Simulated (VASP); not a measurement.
# RbBr (Fm-3m) in VASP: single point with PBE

Aim: the single point of RbBr with PBE.

Program: VASP 6.6.1. These are calculated values, not measurements. Logs are shortened: lines on timing, memory, paths and dates and some standing lists are left out, and cuts for length are marked.

### 1 The cell of the first run

It takes space group Fm-3m (No. 225, cubic). The conventional cell has a = 6.959 Å, b = 6.959 Å, c = 6.959 Å, α = 90.00°, β = 90.00°, γ = 90.00°. Within 4.6 Å of Rb (site symmetry m-3m) lie 6 Br at 3.48 Å. Within 4.6 Å of Br (site symmetry m-3m) lie 6 Rb at 3.48 Å.

### 2 Single point, PBE

Input file INCAR:

```
SYSTEM = RbBr
PREC = Accurate
ENCUT = 520
EDIFF = 1E-6
ISMEAR = 0
SIGMA = 0.1
LREAL = .FALSE.
LASPH = .TRUE.
NELM = 60
ALGO = Normal
ISIF = 2
LWAVE = .FALSE.
LCHARG = .TRUE.
GGA = PE
LELF = .TRUE.
LVHAR = .TRUE.
NBANDS = 15
```

Input file KPOINTS:

```
regular mesh
0
G
  4 4 4
  0 0 0
```

Input file POSCAR:

```
RbBr
1.0
    0.0000000000      3.4793893884      3.4793893884
    3.4793893884      0.0000000000      3.4793893884
    3.4793893884      3.4793893884      0.0000000000
Rb Br
1 1
Direct
    0.0000000000      0.0000000000      0.0000000000
    0.5000000000      0.5000000000      0.5000000000
```

Potentials or basis: VASP PAW PBE potentials, release 64 (Rb_sv, Br).

Command:

```bash
$ cat potpaw_PBE.64/Rb_sv/POTCAR potpaw_PBE.64/Br/POTCAR > POTCAR
$ mpirun -np 1 vasp_std > vasp.out
```

OUTCAR:

```text
SYSTEM = RbBr
   PREC = Accurate
   ENCUT = 520
   EDIFF = 1E-6
   ISMEAR = 0
   LREAL = .FALSE.
   LASPH = .TRUE.
   NELM = 60
   ISIF = 2
   GGA = PE

 ion  position               nearest neighbor table
   1  0.000  0.000  0.000-   2 3.48   2 3.48   2 3.48   2 3.48   2 3.48   2 3.48
   2  0.500  0.500  0.500-   1 3.48   1 3.48   1 3.48   1 3.48   1 3.48   1 3.48

  LATTYP: Found a face centered cubic cell.
 ALAT       =     6.9587787768

  Lattice vectors:

 A1 = (   0.0000000000,   3.4793893884,   3.4793893884)
 A2 = (   3.4793893884,   0.0000000000,   3.4793893884)
 A3 = (   3.4793893884,   3.4793893884,   0.0000000000)

Analysis of symmetry for initial positions (statically):
=====================================================================
 Subroutine PRICEL returns:
 Original cell was already a primitive cell.

 Routine SETGRP: Setting up the symmetry group for a
 face centered cubic supercell.

 Subroutine GETGRP returns: Found 48 space group operations
 (whereof 48 operations were pure point group operations)
 out of a pool of 48 trial point group operations.

The static configuration has the point symmetry O_h .

Analysis of symmetry for dynamics (positions and initial velocities):
=====================================================================
 Subroutine PRICEL returns:
 Original cell was already a primitive cell.

 Routine SETGRP: Setting up the symmetry group for a
 face centered cubic supercell.

 Subroutine GETGRP returns: Found 48 space group operations
 (whereof 48 operations were pure point group operations)
 out of a pool of 48 trial point group operations.

The dynamic configuration has the point symmetry O_h .

 Subroutine INISYM returns: Found 48 space group operations
 (whereof 48 operations are pure point group operations),
 and found     1 'primitive' translations

----------------------------------------------------------------------------------------

                                     Primitive cell

  volume of cell :      84.2440

  direct lattice vectors                    reciprocal lattice vectors
     0.000000000  3.479389388  3.479389388    -0.143703376  0.143703376  0.143703376
     3.479389388  0.000000000  3.479389388     0.143703376 -0.143703376  0.143703376
     3.479389388  3.479389388  0.000000000     0.143703376  0.143703376 -0.143703376

  length of vectors
     4.920599662  4.920599662  4.920599662     0.248901548  0.248901548  0.248901548

  position of ions in fractional coordinates (direct lattice)
     0.000000000  0.000000000  0.000000000
     0.500000000  0.500000000  0.500000000

  ion indices of the primitive-cell ions
   primitive index   ion index
                 1           1
                 2           2
[... 69 lines left out ...]
   EFERMI =   0.00;   METHOD = LEGACY
   ISMEAR =     0;   SIGMA  =   0.10  broadening in eV -4-tet -1-fermi 0-gaus
   EFERMI_NEDOS =   21; number of points for ismear=-14 and -15
   IALGO  =     38    algorithm
   IMIX   =      4    mixing-type and parameters
     AMIX     =   0.40;   BMIX     =  1.00
     AMIX_MAG =   1.60;   BMIX_MAG =  1.00
  volume/ion in A,a.u.               =      42.12       284.25
  Fermi-wavevector in a.u.,A,eV,Ry     =   0.941026  1.778282 12.048376  0.885531
  Thomas-Fermi vector in A             =   2.068497
   LORBIT       =      0    0 simple, 1 ext, 2 COOP (PROOUT), +10 PAW based schemes
   GGA     = PE    functional components
   LHFCALC =     F    Hartree Fock is set to
   AEXX    =    0.0000 exact exchange contribution
   IVDW    =     0    specifies the selected vdW correction
   LEPSILON=     F    determine dielectric tensor
   LRPA    =     F    only Hartree local field effects (RPA)
 non-spin polarized calculation
 Gauss-broadening in eV      SIGMA  =   0.10
  energy-cutoff  :      520.00
  volume of cell :       84.24
 maximum number of plane-waves:      2280
 NGX is ok and might be reduce to    40
   NGX = 19   NGY = 19   NGZ = 19

 number of electron      15.9999998 magnetization

 Free energy of the ion-electron system (eV)
  ---------------------------------------------------
  ext. energy  EPLUGINS =         0.00000000
  ---------------------------------------------------
  free energy    TOTEN  =        -6.11293139 eV

  energy without entropy =       -6.11293139  energy(sigma->0) =       -6.11293139

 E-fermi :  -1.3865     XC(G=0):  -7.0550

 val. band max:       -1.9182253815   @ k =   0.0000   0.0000   0.0000
 cond. band min:       2.3306996477   @ k =   0.0000   0.0000   0.0000
 fundamental gap:      4.2489250292
 Fermi energy:        -1.3864736097

 k-point     1 :       0.0000    0.0000    0.0000
  band No.  band energies     occupation
      1     -26.4309      2.00000
      2     -14.0555      2.00000
      3     -10.5038      2.00000
      4     -10.5038      2.00000
      5     -10.5038      2.00000
      6      -1.9182      2.00000
      7      -1.9182      2.00000
      8      -1.9182      2.00000
      9       2.3307      0.00000
     10       5.3450      0.00000
     11       5.3450      0.00000
     12       5.3450      0.00000
     13       6.2022      0.00000
     14       6.2022      0.00000
[... 113 lines left out ...]
      2     -14.0304      2.00000
      3     -10.6097      2.00000
      4     -10.6097      2.00000
      5     -10.4903      2.00000
      6      -2.3675      2.00000
      7      -2.2548      2.00000
      8      -2.2548      2.00000
      9       5.1144      0.00000
     10       5.1144      0.00000
     11       6.1551      0.00000
     12       6.5105      0.00000
     13       8.7691      0.00000
     14       8.7703      0.00000
     15       8.8568      0.00000

------------------------ aborting loop because EDIFF is reached ----------------------------------------

  FORCE on cell =-STRESS in cart. coord.  units (eV):
  Direction    XX          YY          ZZ          XY          YZ          ZX
  --------------------------------------------------------------------------------------
  -------------------------------------------------------------------------------------
  Total        0.1789995      0.1789995      0.1789995      0.0000000     -0.0000000      0.0000000
  in kB        3.4042645      3.4042645      3.4042645      0.0000000     -0.0000000      0.0000000
  external PRESSURE =       3.4042645 kB  Pullay stress =       0.0000000 kB

 VOLUME and BASIS-vectors are now :
 -----------------------------------------------------------------------------
  energy-cutoff  :      520.00
  volume of cell :       84.24
      direct lattice vectors                 reciprocal lattice vectors
     0.000000000  3.479389388  3.479389388    -0.143703376  0.143703376  0.143703376
     3.479389388  0.000000000  3.479389388     0.143703376 -0.143703376  0.143703376
     3.479389388  3.479389388  0.000000000     0.143703376  0.143703376 -0.143703376

 POSITION                                       TOTAL-FORCE (eV/Angst)
 -----------------------------------------------------------------------------------
      0.00000      0.00000      0.00000        -0.000000      0.000000      0.000000
      3.47939      3.47939      3.47939         0.000000     -0.000000      0.000000
 -----------------------------------------------------------------------------------
    total drift:                                0.000000     -0.000000     -0.000000

  FREE ENERGIE OF THE ION-ELECTRON SYSTEM (eV)
  ---------------------------------------------------
  free  energy   TOTEN  =        -6.1129313945 eV

  energy  without entropy=       -6.1129313945  energy(sigma->0) =       -6.11293139
```

stdout:

```text
POSCAR found type information on POSCAR RbBr
 POSCAR found :  2 types and       2 ions
 scaLAPACK will be used
 LDA part: xc-table for (Slater+PW92), standard interpolation
 POSCAR, INCAR and KPOINTS ok, starting setup
 FFT: planning ... GRIDC
 FFT: planning ... GRID_SOFT
 FFT: planning ... GRID
 WAVECAR not read
 entering main loop
```

It took 18 s on 1 thread of Intel Xeon Platinum 8488C (Sapphire Rapids), shared host; peak memory 0.23 GiB.

Results:

```yaml
Free_energy: -6.1129 eV
Pressure: 0.3 GPa
Band_gap_on_the_k_mesh: 4.25 eV, direct
```

Levels at points of the mesh, in eV from the valence-band top:
```tsv
k point	band 5	band 6	band 7	band 8	band 9	band 10	band 11	band 12
(0.00, 0.00, 0.00)	-8.59	0.00	0.00	0.00	4.25	7.26	7.26	7.26
(0.50, 0.00, 0.00)	-8.55	-0.91	-0.32	-0.32	6.70	7.55	9.35	9.35
(0.50, 0.50, 0.00)	-8.65	-0.46	-0.16	-0.16	5.65	6.96	8.97	9.11
```

A hybrid or GW would open this gap; PBE tends to underestimate it.
